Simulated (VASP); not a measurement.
# Ni3Pt (Pm-3m) in VASP: single point with LDA

Aim: the single point of Ni3Pt with LDA.

Everything below comes from runs of VASP 6.6.1. Logs are shortened: lines on timing, memory, paths and dates and some standing lists are left out, and cuts for length are marked.

## (1) The cell of the first run

It takes space group Pm-3m (No. 221, cubic). The conventional cell has a = 3.562 Å, b = 3.562 Å, c = 3.562 Å, α = 90.00°, β = 90.00°, γ = 90.00°. Within 3.3 Å of Ni (site symmetry 4/mmm) lie 8 Ni at 2.52 Å and 4 Pt at 2.52 Å. Pt (site symmetry m-3m) has 12 Ni at 2.52 Å within 3.3 Å.

## (2) Single point, LDA, collinear spin, ferromagnetic start

The input, POSCAR:

```
Ni3Pt
1.0
    3.5618756319      0.0000000000      0.0000000000
    0.0000000000      3.5618756319      0.0000000000
    0.0000000000      0.0000000000      3.5618756319
Ni Pt
3 1
Direct
    0.5000000000      0.0000000000      0.5000000000
    0.0000000000      0.5000000000      0.5000000000
    0.5000000000      0.5000000000      0.0000000000
    0.0000000000      0.0000000000      0.0000000000
```

The input, INCAR.step1:

```
SYSTEM = Ni3Pt
ALGO = Fast
EDIFF = 1E-6
ENCUT = 520
GGA = CA
ISIF = 2
ISMEAR = 0
ISPIN = 2
LASPH = .True.
LCHARG = .True.
LMAXMIX = 4
LREAL = .False.
LWAVE = .False.
MAGMOM = 0.62 0.62 0.62 0
NBANDS = 32
NELM = 150
PREC = Accurate
SIGMA = 0.05
```

The input, KPOINTS.step1:

```
k-points
0
Gamma
  12 12 12
  0 0 0
```

The input, INCAR.step2:

```
SYSTEM = Ni3Pt
ALGO = Fast
EDIFF = 1E-6
ENCUT = 520
GGA = CA
ICHARG = 11
ISIF = 2
ISMEAR = -5
ISPIN = 2
LASPH = .True.
LCHARG = .False.
LMAXMIX = 4
LORBIT = 11
LREAL = .False.
LWAVE = .False.
MAGMOM = 0.62 0.62 0.62 0
NEDOS = 2001
NELM = 150
PREC = Accurate
SIGMA = 0.05
```

The input, KPOINTS.step2:

```
k-points
0
Gamma
  18 18 18
  0 0 0
```

Potentials or basis: VASP PAW LDA potentials, release 64 (Ni, Pt).

On the command line:

```
$ cat potpaw_LDA.64/Ni/POTCAR potpaw_LDA.64/Pt/POTCAR > POTCAR
$ cp INCAR.step1 INCAR
$ cp KPOINTS.step1 KPOINTS
$ mpirun -np 1 vasp_std > vasp.out
$ cp INCAR.step2 INCAR
$ cp KPOINTS.step2 KPOINTS
$ mpirun -np 1 vasp_std > vasp.out
```

OUTCAR:

```text
SYSTEM = Ni3Pt
   EDIFF = 1E-6
   ENCUT = 520
   GGA = CA
   ICHARG = 11
   ISIF = 2
   ISMEAR = -5
   ISPIN = 2
   LASPH = .True.
   LORBIT = 11
   LREAL = .False.
   NELM = 150
   PREC = Accurate

 ion  position               nearest neighbor table
   1  0.500  0.000  0.500-   2 2.52   3 2.52   4 2.52   3 2.52   4 2.52   2 2.52   3 2.52   3 2.52
                             2 2.52   4 2.52   4 2.52   2 2.52
   2  0.000  0.500  0.500-   1 2.52   3 2.52   4 2.52   3 2.52   4 2.52   1 2.52   4 2.52   4 2.52
                             1 2.52   3 2.52   3 2.52   1 2.52
   3  0.500  0.500  0.000-   1 2.52   2 2.52   4 2.52   1 2.52   2 2.52   1 2.52   4 2.52   1 2.52
                             2 2.52   4 2.52   2 2.52   4 2.52
   4  0.000  0.000  0.000-   1 2.52   2 2.52   3 2.52   1 2.52   2 2.52   2 2.52   3 2.52   2 2.52
                             1 2.52   3 2.52   1 2.52   3 2.52

  LATTYP: Found a simple cubic cell.
 ALAT       =     3.5618756319

  Lattice vectors:

 A1 = (   3.5618756319,   0.0000000000,   0.0000000000)
 A2 = (   0.0000000000,   3.5618756319,   0.0000000000)
 A3 = (   0.0000000000,   0.0000000000,   3.5618756319)

Analysis of symmetry for initial positions (statically):
=====================================================================
 Subroutine PRICEL returns:
 Original cell was already a primitive cell.

 Routine SETGRP: Setting up the symmetry group for a
 simple cubic supercell.

 Subroutine GETGRP returns: Found 48 space group operations
 (whereof 48 operations were pure point group operations)
 out of a pool of 48 trial point group operations.

The static configuration has the point symmetry O_h .

Analysis of symmetry for dynamics (positions and initial velocities):
=====================================================================
 Subroutine PRICEL returns:
 Original cell was already a primitive cell.

 Routine SETGRP: Setting up the symmetry group for a
 simple cubic supercell.

 Subroutine GETGRP returns: Found 48 space group operations
 (whereof 48 operations were pure point group operations)
 out of a pool of 48 trial point group operations.

The dynamic configuration has the point symmetry O_h .

Analysis of structural, dynamic, and magnetic symmetry:
=====================================================================
 Subroutine PRICEL returns:
 Original cell was already a primitive cell.

 Routine SETGRP: Setting up the symmetry group for a
 simple cubic supercell.

 Subroutine GETGRP returns: Found 48 space group operations
 (whereof 48 operations were pure point group operations)
 out of a pool of 48 trial point group operations.

The overall configuration has the point symmetry O_h .

 Subroutine INISYM returns: Found 48 space group operations
 (whereof 48 operations are pure point group operations),
 and found     1 'primitive' translations

----------------------------------------------------------------------------------------

                                     Primitive cell

  volume of cell :      45.1894

  direct lattice vectors                    reciprocal lattice vectors
     3.561875632  0.000000000  0.000000000     0.280750959  0.000000000  0.000000000
     0.000000000  3.561875632  0.000000000     0.000000000  0.280750959  0.000000000
     0.000000000  0.000000000  3.561875632     0.000000000  0.000000000  0.280750959

  length of vectors
     3.561875632  3.561875632  3.561875632     0.280750959  0.280750959  0.280750959

  position of ions in fractional coordinates (direct lattice)
     0.500000000  0.000000000  0.500000000
     0.000000000  0.500000000  0.500000000
     0.500000000  0.500000000  0.000000000
     0.000000000  0.000000000  0.000000000

  ion indices of the primitive-cell ions
   primitive index   ion index
                 1           1
                 2           2
                 3           3
                 4           4

----------------------------------------------------------------------------------------

 KPOINTS: k-points

Automatic generation of k-mesh.
 Grid dimensions read from file:
 generate k-points for:   18   18   18

 Generating k-lattice:

  Cartesian coordinates                     Fractional coordinates (reciprocal lattice)
     0.015597276  0.000000000  0.000000000     0.055555556  0.000000000  0.000000000
     0.000000000  0.015597276  0.000000000     0.000000000  0.055555556  0.000000000
     0.000000000  0.000000000  0.015597276     0.000000000  0.000000000  0.055555556

  Length of vectors
     0.015597276  0.015597276  0.015597276

  Shift w.r.t. Gamma in fractional coordinates (k-lattice)
     0.000000000  0.000000000  0.000000000

 TETIRR: Found   2900 inequivalent tetrahedra from    34992

 Subroutine IBZKPT returns following result:
 ===========================================

 Found    220 irreducible k-points:

 Following reciprocal coordinates:
            Coordinates               Weight
  0.000000  0.000000  0.000000      1.000000
  0.055556  0.000000  0.000000      6.000000
  0.111111  0.000000  0.000000      6.000000
  0.166667  0.000000  0.000000      6.000000
  0.222222  0.000000  0.000000      6.000000
  0.277778  0.000000  0.000000      6.000000
[... 16 lines left out ...]
  0.277778  0.111111  0.000000     24.000000
  0.333333  0.111111  0.000000     24.000000
 [... further k-points ...]
   k-points           NKPTS =    220   k-points in BZ     NKDIM =    220   number of bands    NBANDS=     25
   number of dos      NEDOS =   2001   number of ions     NIONS =      4
   total plane-waves  NPLWV =  21952
   dimension x,y,z NGX =    28 NGY =   28 NGZ =   28
   dimension x,y,z NGXF=    56 NGYF=   56 NGZF=   56
   ions per type =               3   1
   NGX,Y,Z   is equivalent  to a cutoff of  13.07, 13.07, 13.07 a.u.
   NGXF,Y,Z  is equivalent  to a cutoff of  26.14, 26.14, 26.14 a.u.
 SYSTEM =  Ni3Pt
   PREC   = accura    normal or accurate (medium, high low for compatibility)
   ISTART =      0    job   : 0-new  1-cont  2-samecut
   ICHARG =     11    charge: 1-file 2-atom 10-const
   ISPIN  =      2    spin polarized calculation?
   LNONCOLLINEAR =      F non collinear calculations
   LSORBIT =      F    spin-orbit coupling
   LASPH  =      T    aspherical Exc in radial PAW
   ENCUT  =  520.0 eV  38.22 Ry    6.18 a.u.   6.62  6.62  6.62*2*pi/ulx,y,z
   NELM   =    150;   NELMIN=  2; NELMDL=  0     # of ELM steps
   EDIFF  = 0.1E-05   stopping-criterion for ELM
   LREAL  =      F    real-space projection
   EDIFFG = 0.1E-04   stopping-criterion for IOM
   NSW    =      0    number of steps for IOM
   IBRION =     -1    ionic relax: 0-MD 1-quasi-New 2-CG
   NFREE  =      0    steps in history (QN), initial steepest desc. (CG)
   ISIF   =      2    stress and relaxation
   ISYM   =      2    0-nonsym 1-usesym 2-fastsym
   POTIM  = 0.5000    time-step for ionic-motion
   TEBEG  =    0.0;   TEEND  =   0.0 temperature during run
   PSTRESS=    0.0 pullay stress
   NELECT =      40.0000    total number of electrons
   NUPDOWN=      -1.0000    fix difference up-down
   EMIN   =  10.00;   EMAX   =-10.00  energy-range for DOS
   EFERMI =   0.00;   METHOD = LEGACY
   ISMEAR =    -5;   SIGMA  =   0.05  broadening in eV -4-tet -1-fermi 0-gaus
   EFERMI_NEDOS =   21; number of points for ismear=-14 and -15
   IALGO  =     68    algorithm
   IMIX   =      4    mixing-type and parameters
     AMIX     =   0.40;   BMIX     =  1.00
     AMIX_MAG =   1.60;   BMIX_MAG =  1.00
  volume/ion in A,a.u.               =      11.30        76.24
  Fermi-wavevector in a.u.,A,eV,Ry     =   1.571868  2.970400 33.616854  2.470769
  Thomas-Fermi vector in A             =   2.673388
   LORBIT       =     11    0 simple, 1 ext, 2 COOP (PROOUT), +10 PAW based schemes
   GGA     = CA    functional components
   LHFCALC =     F    Hartree Fock is set to
   AEXX    =    0.0000 exact exchange contribution
   IVDW    =     0    specifies the selected vdW correction
   LEPSILON=     F    determine dielectric tensor
   LRPA    =     F    only Hartree local field effects (RPA)
 spin polarized calculation
 RMM-DIIS sequential band-by-band and
 Fermi weights with tetrahedron method with Bloechl corrections
  energy-cutoff  :      520.00
  volume of cell :       45.19
 maximum number of plane-waves:      1238
 NGX is ok and might be reduce to    28

 number of electron      40.0000011 magnetization       1.8104377

 Free energy of the ion-electron system (eV)
  ---------------------------------------------------
  ext. energy  EPLUGINS =         0.00000000
  ---------------------------------------------------
  free energy    TOTEN  =       -27.47322460 eV

  energy without entropy =      -27.47322460  energy(sigma->0) =      -27.47322460

 E-fermi :  10.5659     XC(G=0): -13.9505

 val. band max:       10.6129060393   @ k =   0.1667   0.0000   0.0000
 cond. band min:      10.4144527089   @ k =   0.5000   0.5000   0.5000
 fundamental gap:     -0.1984533304
 Fermi energy:        10.5659219767

 spin component 1

 k-point     1 :       0.0000    0.0000    0.0000
  band No.  band energies     occupation
      1       0.7040      1.00000
      2       4.1706      1.00000
      3       4.1706      1.00000
      4       5.2025      1.00000
      5       5.2025      1.00000
      6       5.2025      1.00000
[... 661 lines left out ...]
     24      16.6851      0.00000
     25      19.4068      0.00000

 [... further k-points ...]

 spin component 2

 k-point     1 :       0.0000    0.0000    0.0000
  band No.  band energies     occupation
      1       0.7502      1.00000
      2       4.3332      1.00000
      3       4.3332      1.00000
      4       5.4759      1.00000
      5       5.4759      1.00000
      6       5.4759      1.00000
[... 661 lines left out ...]
     24      16.8561      0.00000
     25      19.5405      0.00000

 [... further k-points ...]
[... 5 lines left out ...]
  --------------------------------------------------------------------------------------
  -------------------------------------------------------------------------------------
  Total        0.1253715      0.1253715      0.1253715      0.0000000      0.0000000     -0.0000000
  in kB        4.4450140      4.4450140      4.4450140      0.0000000      0.0000000     -0.0000000
  external PRESSURE =       4.4450140 kB  Pullay stress =       0.0000000 kB

 VOLUME and BASIS-vectors are now :
 -----------------------------------------------------------------------------
  energy-cutoff  :      520.00
  volume of cell :       45.19
      direct lattice vectors                 reciprocal lattice vectors
     3.561875632  0.000000000  0.000000000     0.280750959  0.000000000  0.000000000
     0.000000000  3.561875632  0.000000000     0.000000000  0.280750959  0.000000000
     0.000000000  0.000000000  3.561875632     0.000000000  0.000000000  0.280750959

 POSITION                                       TOTAL-FORCE (eV/Angst)
 -----------------------------------------------------------------------------------
      1.78094      0.00000      1.78094         0.000000      0.000000      0.000000
      0.00000      1.78094      1.78094         0.000000      0.000000      0.000000
      1.78094      1.78094      0.00000         0.000000      0.000000      0.000000
      0.00000      0.00000      0.00000         0.000000      0.000000      0.000000
 -----------------------------------------------------------------------------------
    total drift:                               -0.000000      0.000000      0.000000

  FREE ENERGIE OF THE ION-ELECTRON SYSTEM (eV)
  ---------------------------------------------------
  free  energy   TOTEN  =       -27.4732245978 eV

  energy  without entropy=      -27.4732245978  energy(sigma->0) =      -27.47322460

 total charge

# of ion       s       p       d       tot
------------------------------------------
    1        0.494   0.539   8.370   9.404
    2        0.494   0.539   8.370   9.404
    3        0.494   0.539   8.370   9.404
    4        0.774   0.729   8.093   9.596
--------------------------------------------------
tot          2.257   2.347  33.204  37.807

 magnetization (x)

# of ion       s       p       d       tot
------------------------------------------
    1       -0.003  -0.010   0.535   0.522
    2       -0.003  -0.010   0.535   0.522
    3       -0.003  -0.010   0.535   0.522
    4       -0.004  -0.019   0.284   0.260
--------------------------------------------------
tot         -0.013  -0.049   1.889   1.827
```

Run time: 4.1 min. Hardware: 1 thread of Intel Xeon 6975P-C (Granite Rapids), shared host; peak memory 0.45 GiB.

What came out:

* Net moment: 1.81 μB per cell
* Site moments: Ni +0.52; Pt +0.26 μB
* Valence electrons inside the program's atomic spheres: Ni 9.40; Pt 9.60

Caveat: spin-orbit coupling is left out, which moves the levels of the heavy elements; tetrahedron occupations give inexact forces and stress in metals.
